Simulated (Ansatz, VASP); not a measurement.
One calculation of P2Rh2O7, two programs

INCAR

```
SYSTEM = P2Rh2O7
  PREC = Accurate
  ENCUT = 520
  EDIFF = 1E-7
  ISMEAR = -1
  SIGMA = 0.1
  LREAL = .False.
  LASPH = .True.
  NELM = 100
  ALGO = Normal
  ISIF = 2
  LWAVE = .False.
  LCHARG = .True.
  GGA = PE
  LELF = .True.
  LVHAR = .True.
  NBANDS = 52
```

Contents of KPOINTS:

```
regular mesh
0
Gamma
  6 5 5
  0 0 0
```

POSCAR

```
P2Rh2O7
1.0
   -4.5417730000      0.0000000000      0.0000000000
   -0.7265130000     -4.2797480000      3.2528990000
   -0.7265130000      4.2797480000      3.2528990000
Rh P O
2 2 7
Direct
    0.5000000000      0.3074000000      0.6926000000
    0.5000000000      0.6926000000      0.3074000000
    0.0880000000      0.2130000000      0.2130000000
    0.9120000000      0.7870000000      0.7870000000
    0.7860000000      0.3690000000      0.3690000000
    0.2140000000      0.6310000000      0.6310000000
    0.2720000000      0.0770000000      0.3730000000
    0.7280000000      0.6270000000      0.9230000000
    0.7280000000      0.9230000000      0.6270000000
    0.2720000000      0.3730000000      0.0770000000
    0.0000000000      0.0000000000      0.0000000000
```

Input for Ansatz:

```yaml
crystal:
  lattice:
    - [-4.541773, 0.0, 0.0]
    - [-0.726513, -4.279748, 3.252899]
    - [-0.726513, 4.279748, 3.252899]
  atoms:
    - { symbol: Rh, position: [0.5, 0.3074, 0.6926] }
    - { symbol: Rh, position: [0.5, 0.6926, 0.3074] }
    - { symbol: P, position: [0.088, 0.213, 0.213] }
    - { symbol: P, position: [0.912, 0.787, 0.787] }
    - { symbol: O, position: [0.786, 0.369, 0.369] }
    - { symbol: O, position: [0.214, 0.631, 0.631] }
    - { symbol: O, position: [0.272, 0.077, 0.373] }
    - { symbol: O, position: [0.728, 0.627, 0.923] }
    - { symbol: O, position: [0.728, 0.923, 0.627] }
    - { symbol: O, position: [0.272, 0.373, 0.077] }
    - { symbol: O, position: [0.0, 0.0, 0.0] }
  symmetry: { tolerance: 0.0003 }
kpoints:
  mp_grid: { grid: [6, 5, 5], shift: [0, 0, 0] }
  band_path:
    path:
      - [0.0, 0.0, 0.0]
      - [0.0, 0.5, -0.5]
      - [0.5, 0.5, -0.5]
      - [0.5, 0.0, 0.0]
      - [0.0, 0.0, 0.0]
      - [0.5, 0.5, 0.0]
      - [0.0, 0.0, 0.0]
      - [0.0, 0.5, 0.0]
    npoints: 10
magnetization:
  spin_polarized: false
scf:
  occupations: { method: fermi_dirac }
  lower_state_search: "off"
  max_iter: 200
hamiltonian:
  pseudopotentials: { kind: paw }
  xc: pbe
basis:
  ecutwfc: 420
  fft_grid_basis: typed
output:
  forces: true
  stress: true
  eigenvalues: true
  populations: true
  elf: true
  write_potential: true
  volumetric_format: npy
  dos:
    e_range: [-12, 8]
    de: 0.05
    projected: { site_lists: { O: [O], P: [P], Rh: [Rh] } }
  write_density: true
checkpoint:
  read: saved_state
```

Alike in both runs: task single point; functional PBE; k mesh 6 × 5 × 5; no spin polarisation.

```csv
,VASP,Ansatz
version,VASP 6.6.1,Ansatz 0.2.0
potentials or method,"VASP PAW PBE potentials, release 64 (Rh_pv, P, O), cutoff 520 eV",PAW plane waves
occupations,"fermi-dirac, width 0.1 eV",fermi-dirac
valence electrons in the cell,82,86
```

Ansatz gave:

```
pressure (GPa)                                                : 5.8
traceless stress, the component that is largest in VASP (GPa) : 3.97
rms of the force components (eV/Å)                            : 0.452
```

Question: What did VASP give for the same quantities?

Answer: Pressure (GPa): 5.1; traceless stress, the component that is largest in VASP (GPa): 3.69; rms of the force components (eV/Å): 0.431.

Atom by atom the forces differ by 0.033 eV/Å (rms over components). VASP's potentials hold 82 valence electrons a cell and Ansatz's 86, so a difference there can come from the potentials and not from the codes.
